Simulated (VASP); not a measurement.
A run of VASP 6.6.1 is set up as follows.

File INCAR:

```
  PREC = Accurate
  ENCUT = 520
  EDIFF = 1E-7
  ISMEAR = -1
  SIGMA = 0.1
  LREAL = False
  LASPH = True
  NELM = 100
  ALGO = Normal
  ISIF = 2
  LWAVE = False
  LCHARG = False
  NBANDS = 30
```

KPOINTS

```
Automatic mesh
0
Gamma
  8 8 11
```

POSCAR

```
Bi
1.0
    5.7280635117      0.0000000000      0.0000000000
   -2.8640317559      4.9606485156      0.0000000000
    0.0000000000      0.0000000000      3.3829967896
Bi
3
Direct
    0.0000000000      1.0000000000      0.0000000000
    0.3333333333      0.6666666667      0.5000000000
    0.6666666667      0.3333333333      0.5000000000
```

Potentials or basis: VASP PAW LDA potentials, release 64 (Bi_d).

Command:

```console
$ cat potpaw_LDA.64/Bi_d/POTCAR > POTCAR
$ mpirun -np 1 vasp_std > vasp.out
```

Task: Estimate the pressure.

Result: -4.0 GPa.

Task: Predict the band gap on the k mesh.

Result: Zero (an odd number of electrons rules out a gap without spin polarisation).

Stress tensor (GPa, compression positive):
```
-4.21  0.00  0.00
 0.00 -4.21  0.00
 0.00  0.00 -3.72
```

Caveat: the cell stands under tension; spin-orbit coupling is left out, which moves the levels of the heavy elements.
